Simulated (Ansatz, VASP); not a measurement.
BeCd2Te3 in VASP and in Ansatz

The input INCAR:

```
ALGO = Normal
EDIFF = 1E-6
ENCUT = 520
GGA = PE
ISIF = 2
ISMEAR = 0
LASPH = True
LCHARG = True
LELF = True
LREAL = False
LVHAR = True
LWAVE = False
NBANDS = 56
NELM = 60
PREC = Accurate
SIGMA = 0.1
```

KPOINTS

```
k-points
0
Gamma
  2 2 2
```

Contents of POSCAR:

```
BeCd2Te3
1.0
    2.4167211011      0.0000000000     -7.2160310062
    7.6653608582      0.0000000000      0.0000347455
    3.8326804291     -6.7163438721      0.0000173728
Be Cd Te
2 4 6
Direct
    0.9960362914      0.0781530548      0.8480876845
    0.4960362914      0.9262407393      0.1519123155
    0.9992197393      0.4171675537      0.1722882981
    0.9997209133      0.7553022690      0.4846898905
    0.4992197393      0.5894558518      0.8277117019
    0.4997209133      0.2399921595      0.5153101095
    0.8453693523      0.8299846715      0.1315229361
    0.8922790374      0.1140167707      0.5432453332
    0.8923746663      0.4249714162      0.8309743856
    0.3923746663      0.2559458019      0.1690256144
    0.3453693523      0.9615076076      0.8684770639
    0.3922790374      0.6572621039      0.4567546668
```

Input for Ansatz:

```yaml
crystal:
  lattice:
    - [2.4167211011, 0.0, -7.2160310062]
    - [7.6653608582, 0.0, 3.47455e-05]
    - [3.8326804291, -6.7163438721, 1.73728e-05]
  atoms:
    - { symbol: Be, position: [0.9960362914, 0.0781530548, 0.8480876845] }
    - { symbol: Be, position: [0.4960362914, 0.9262407393, 0.1519123155] }
    - { symbol: Cd, position: [0.9992197393, 0.4171675537, 0.1722882981] }
    - { symbol: Cd, position: [0.9997209133, 0.755302269, 0.4846898905] }
    - { symbol: Cd, position: [0.4992197393, 0.5894558518, 0.8277117019] }
    - { symbol: Cd, position: [0.4997209133, 0.2399921595, 0.5153101095] }
    - { symbol: Te, position: [0.8453693523, 0.8299846715, 0.1315229361] }
    - { symbol: Te, position: [0.8922790374, 0.1140167707, 0.5432453332] }
    - { symbol: Te, position: [0.8923746663, 0.4249714162, 0.8309743856] }
    - { symbol: Te, position: [0.3923746663, 0.2559458019, 0.1690256144] }
    - { symbol: Te, position: [0.3453693523, 0.9615076076, 0.8684770639] }
    - { symbol: Te, position: [0.3922790374, 0.6572621039, 0.4567546668] }
basis:
  ecutwfc: 420
kpoints:
  mp_grid: { grid: [2, 2, 2] }
hamiltonian:
  xc: pbe
scf:
  occupations: { method: gaussian, width: 0.1 }
  lower_state_search: "off"
output:
  forces: true
  stress: true
  eigenvalues: true
```

Alike in both runs: task single point; functional PBE; k mesh 2 × 2 × 2; occupations gaussian, width 0.1 eV; no spin polarisation.

```csv
,VASP,Ansatz
version,VASP 6.6.1,Ansatz 0.2.0
potentials or method,"VASP PAW PBE potentials, release 64 (Be, Cd, Te), cutoff 520 eV","scalar-relativistic, plane waves, PAW"
valence electrons in the cell,88,180
```

```tsv
	VASP	Ansatz	Ansatz less VASP
gap on the k mesh at the Fermi level (eV)	1.26	1.26	-0.001
least direct gap on the mesh (eV)	1.26	1.26	-0.001
pressure (GPa)	0.2	0.0	-0.11
traceless stress, the component that is largest in VASP (GPa)	0.10	0.10	-0.002
rms of the force components (eV/Å)	0.029	0.030	+0.0010
```

Atom by atom the forces differ by 0.003 eV/Å (rms over components). With one functional, cell and mesh, what is left measures potentials, basis and numerics. VASP's potentials hold 88 valence electrons a cell and Ansatz's 180, so a difference there can come from the potentials and not from the codes.

The k mesh is coarse, so the values compare programs but aren't converged. Neither program's run includes spin-orbit coupling.
